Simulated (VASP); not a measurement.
Here is a VASP 6.6.1 calculation.

INCAR

```
SYSTEM = PbF2
  ALGO = Normal
  EDIFF = 1E-7
  ENCUT = 520
  GGA = PS
  ISIF = 2
  ISMEAR = -1
  IVDW = 12
  LASPH = .True.
  LCHARG = .False.
  LREAL = .False.
  LWAVE = .False.
  NBANDS = 21
  NELM = 100
  PREC = Accurate
  SIGMA = 0.05
```

The input KPOINTS:

```
k-points
0
Gamma
  8 8 8
  0 0 0
```

File POSCAR:

```
PbF2
1.0
    0.0000000000      2.9334136717      2.9334136717
    2.9334136717      0.0000000000      2.9334136717
    2.9334136717      2.9334136717      0.0000000000
Pb F
1 2
Direct
    0.0000000000      0.0000000000      0.0000000000
    0.7500000000      0.7500000000      0.7500000000
    0.2500000000      0.2500000000      0.2500000000
```

Potentials or basis: VASP PAW PBE potentials, release 64 (Pb_d, F).

The run is started by

```bash
$ cat potpaw_PBE.64/Pb_d/POTCAR potpaw_PBE.64/F/POTCAR > POTCAR
$ mpirun -np 1 vasp_std > vasp.out
```

Problem. Estimate the pressure.

Solution. -0.4 GPa.

Problem. Estimate the band gap on the k mesh.

Solution. 4.29 eV (least direct gap 4.45 eV).

Problem. Estimate the dispersion energy per atom.

Solution. -0.145 eV.

Caveat: three body term missing; the PAW data sets were made with another functional, which shifts forces and pressure a little; spin-orbit coupling is left out, which moves the levels of the heavy elements. A k mesh can miss the band edges.
